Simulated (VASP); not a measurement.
Input of a VASP 6.6.1 run:

File INCAR:

```
PREC = Accurate
ENCUT = 500
EDIFF = 1E-6
ISMEAR = -1
SIGMA = 0.1
LREAL = F
LASPH = T
NELM = 120
ALGO = Normal
ISIF = 2
LWAVE = F
LCHARG = F
GGA = B5
ALDAX = 1.0
AGGAX = 1.0
AGGAC = 1.0
ALDAC = 0.0
NBANDS = 11
GGA_COMPAT = F
```

File KPOINTS:

```
regular mesh
0
Gamma
  8 8 8
```

POSCAR

```
Ba
1.0
    4.0716264249      0.0000000000      0.0000000000
    0.0000000000      4.0716264249      0.0000000000
    0.0000000000      0.0000000000      4.0716264249
Ba
1
Direct
    0.0000000000      0.0000000000      0.0000000000
```

Potentials or basis: VASP PAW PBE potentials, release 64 (Ba_sv).

Command:

```bash
$ cat potpaw_PBE.64/Ba_sv/POTCAR > POTCAR
$ mpirun -np 1 vasp_std > vasp.out
```

Problem. What does it give for the pressure?

Solution. 0.1 GPa.

Problem. What does it give for the band gap on the k mesh?

Solution. Zero (band 5 reaches 1.81 eV, above the bottom of band 6 at 1.80 eV).

Caveat: the PAW data sets were made with another functional, which shifts forces and pressure a little; spin-orbit coupling is left out, which moves the levels of the heavy elements.
